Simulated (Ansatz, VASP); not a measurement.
Cr in VASP and in Ansatz

```
Cr
1.0
     2.71400    0.00000    0.00000
     1.35700    2.35039    0.00000
     0.00000    0.00000    8.82000
Cr
4
Direct
  0.66667 0.66667 0.12500
  0.66667 0.66667 0.62500
  0.33333 0.33333 0.37500
  0.33333 0.33333 0.87500
```

Alike in both runs: task single point; functional LDA; k mesh 11 × 11 × 3; occupations fermi-dirac, width 0.03 eV; collinear spin.

```csv
,VASP,Ansatz
version,VASP 6.6.1,Ansatz 0.2.0
potentials or method,"VASP PAW LDA potentials, release 64 (Cr_pv), cutoff 520 eV","all-electron PAW with datasets made for the crystal, scalar-relativistic"
```

```tsv
	VASP	Ansatz	Ansatz less VASP
net moment per atom (μB)	0.28	0.68	+0.400
size of the moment on the site where the two differ most (μB)	0.26	0.62	+0.361
```

The net moments are unlike, so the other rows may belong to different states. LDA's correlation is that of Perdew and Zunger in VASP and of Perdew and Wang (1992) in Ansatz. Site moments also hang on the region over which each program counts them. Ansatz ran all-electron here, and VASP with PAW potentials. Ansatz's warnings: seeded moment not kept.
